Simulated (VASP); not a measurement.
## GeSb4Te4: relaxation of shape and atoms at fixed volume with PBEsol

GeSb4Te4:

```
Ge Sb Te
1.0
     4.33856    0.00000    0.00000
    -2.16928    3.75730    0.00000
     0.00000    0.00000   17.43415
Ge Sb Te
1 4 4
Cartesian
  0.0000 0.0000 0.0000
  0.0000 2.5049 9.5011
  2.1693 1.2524 7.9331
  2.1693 1.2524 13.7560
  0.0000 2.5049 3.6781
  0.0000 2.5049 15.7587
  2.1693 1.2524 1.6755
  0.0000 0.0000 12.0341
  0.0000 0.0000 5.4000
```

```json
{
 "Program": "VASP 6.6.1",
 "Task": "relaxation of shape and atoms at fixed volume",
 "Functional": "PBEsol",
 "Potentials or basis": "VASP PAW PBE potentials, release 64 (Ge_d, Sb, Te)",
 "Cutoff": "600 eV",
 "k mesh": "12 × 12 × 2",
 "Occupations": "gaussian, width 0.1 eV",
 "Spin": "no spin polarisation",
 "Dipole correction": "no",
 "Further INCAR settings": "ALGO = Normal; EDIFF = 1e-06; IBRION = 2; EDIFFG = -0.01; NSW = 50; ISIF = 4"
}
```

| Item | Value |
| --- | --- |
| Energy gained by relaxing | 1.0 meV/atom |
| Ionic steps | 12 |
| Pressure after relaxing | -2.1 GPa |
| Largest force after relaxing | 0.008 eV/Å |
| Band gap on the k mesh | 0.06 eV |

Forces in eV/Å, atoms in the order of the input:
```
Ge   0.000  0.000  0.000
Sb   0.000  0.000  0.000
Sb   0.000  0.000  0.000
Sb   0.000  0.000  0.008
Sb   0.000  0.000 -0.008
Te   0.000  0.000  0.005
Te   0.000  0.000 -0.005
Te   0.000  0.000  0.005
Te   0.000  0.000 -0.005
```

The path:
| step | energy change (eV) | largest force (eV/Å) | pressure (GPa) | volume (Å³) |
| --- | --- | --- | --- | --- |
| 1 | 0.0000 | 0.1371 | -2.46 | 284.20 |
| 2 | -0.0025 | 0.0948 | -2.37 | 284.20 |
| 3 | -0.0037 | 0.0485 | -2.28 | 284.20 |
| 4 | -0.0038 | 0.0463 | -2.26 | 284.20 |
| 5 | -0.0045 | 0.0470 | -2.23 | 284.20 |
| 6 | -0.0056 | 0.0483 | -2.19 | 284.20 |
| 7 | -0.0051 | 0.0759 | -2.11 | 284.20 |
| 8 | -0.0058 | 0.0491 | -2.17 | 284.20 |
| 9 | -0.0066 | 0.0428 | -2.15 | 284.20 |
| 10 | -0.0074 | 0.0487 | -2.11 | 284.20 |
| 11 | -0.0081 | 0.0307 | -2.08 | 284.20 |
| 12 | -0.0087 | 0.0080 | -2.06 | 284.20 |

Final structure:
```cif
data_structure
_symmetry_space_group_name_H-M 'P 1'
_symmetry_Int_Tables_number 1
_cell_length_a 4.3241
_cell_length_b 4.3241
_cell_length_c 17.5512
_cell_angle_alpha 90.000
_cell_angle_beta 90.000
_cell_angle_gamma 120.000
_cell_volume 284.20
loop_
_atom_site_label
_atom_site_type_symbol
_atom_site_fract_x
_atom_site_fract_y
_atom_site_fract_z
_atom_site_occupancy
Ge1 Ge 0.00000 0.00000 0.00000 1
Sb1 Sb 0.33333 0.66667 0.54433 1
Sb2 Sb 0.66667 0.33333 0.45567 1
Sb3 Sb 0.66667 0.33333 0.79088 1
Sb4 Sb 0.33333 0.66667 0.20912 1
Te1 Te 0.33333 0.66667 0.90452 1
Te2 Te 0.66667 0.33333 0.09548 1
Te3 Te 0.00000 0.00000 0.69382 1
Te4 Te 0.00000 0.00000 0.30618 1
```

Levels at points of the mesh, in eV from the valence-band top:
| k point | band 25 | band 26 | band 27 | band 28 | band 29 | band 30 | band 31 | band 32 | band 33 | band 34 |
| --- | --- | --- | --- | --- | --- | --- | --- | --- | --- | --- |
| (0.00, 0.00, 0.00) | -1.29 | -1.20 | -1.12 | -1.12 | -0.04 | 0.14 | 0.14 | 0.43 | 0.82 | 0.82 |
| (0.50, 0.00, 0.00) | -2.21 | -1.81 | -1.67 | -1.21 | -1.06 | 0.37 | 0.84 | 0.84 | 0.99 | 1.43 |
| (0.00, 0.00, 0.50) | -1.54 | -1.15 | -1.15 | -1.05 | -0.11 | 0.24 | 0.24 | 0.58 | 0.65 | 0.65 |
| (0.50, 0.00, 0.50) | -2.41 | -2.28 | -1.81 | -1.50 | -0.54 | 0.09 | 0.56 | 1.29 | 1.47 | 1.58 |

Wall time 70 min on 1 thread of Oxide Virtual Turin-like Processor, with other jobs on the host, peak memory 0.75 GiB.

Caveat: the PAW data sets were made with another functional, which shifts forces and pressure a little; spin-orbit coupling is left out, which moves the levels of the heavy elements. A k mesh can miss the band edges.
